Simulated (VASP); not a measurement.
Set up this calculation in VASP 6.6.1, as the native input.

* Task: single point
* Functional: r2SCAN
* Potentials or basis: VASP PAW PBE potentials, release 64 (Al, N)
* Cutoff: 520 eV
* k mesh: 10 × 10 × 10
* Occupations: gaussian, width 0.01 eV
* Spin: no spin polarisation
* Dipole correction: no
* Further INCAR settings: ALGO = Normal; EDIFF = 1e-06; NBANDS = 11

Crystal: AlN.

```
Al N
1.0
     0.00000    2.09748    2.26832
     2.09748    0.00000    2.26832
     2.09748    2.09748    0.00000
Al N
1 1
Direct
  0.00000 0.00000 0.00000
  0.25000 0.25000 0.25000
```

This cell differs from its parent crystal: epitaxial xy strain -4.0%.

The input as run:

POSCAR

```
AlN
1.0
    0.0000000000      2.0974813560      2.2683174736
    2.0974813560      0.0000000000      2.2683174736
    2.0974813560      2.0974813560      0.0000000000
Al N
1 1
Direct
    0.0000000000      0.0000000000      0.0000000000
    0.2500000000      0.2500000000      0.2500000000
```

INCAR.step1

```
SYSTEM = AlN
  PREC = Accurate
  ENCUT = 520
  ISMEAR = 0
  SIGMA = 0.01
  LREAL = .FALSE.
  LASPH = .TRUE.
  NELM = 60
  NBANDS = 11
  GGA = PE
  ALGO = Normal
  EDIFF = 1E-4
  LWAVE = .TRUE.
  LCHARG = .FALSE.
```

INCAR.step2

```
SYSTEM = AlN
  PREC = Accurate
  ENCUT = 520
  EDIFF = 1E-6
  ISMEAR = 0
  SIGMA = 0.01
  LREAL = .FALSE.
  LASPH = .TRUE.
  NELM = 60
  ALGO = Normal
  ISIF = 2
  LWAVE = .FALSE.
  LCHARG = .FALSE.
  METAGGA = R2SCAN
  LMIXTAU = .TRUE.
  NBANDS = 11
  ISTART = 1
```

KPOINTS

```
Automatic mesh
0
G
  10 10 10
  0 0 0
```

Potentials or basis: VASP PAW PBE potentials, release 64 (Al, N).

The run is started by

```sh
$ cat potpaw_PBE.64/Al/POTCAR potpaw_PBE.64/N/POTCAR > POTCAR
$ cp INCAR.step1 INCAR
$ mpirun -np 1 vasp_std > vasp.out
$ cp INCAR.step2 INCAR
$ mpirun -np 1 vasp_std > vasp.out
```

It gave:

```json
{
  "Pressure": "9.2 GPa",
  "Band gap on the k mesh": "3.68 eV (least direct gap 5.12 eV)"
}
```

Caveat: the cell differs from its parent crystal (epitaxial xy strain -4.0%); the cell stands under pressure; the PAW data sets were made with another functional, which shifts forces and pressure a little.

It took 24 s on 1 thread of Intel(R) Xeon(R) 6975P-C (Granite Rapids), with other jobs on the host, peak memory 0.15 GiB.
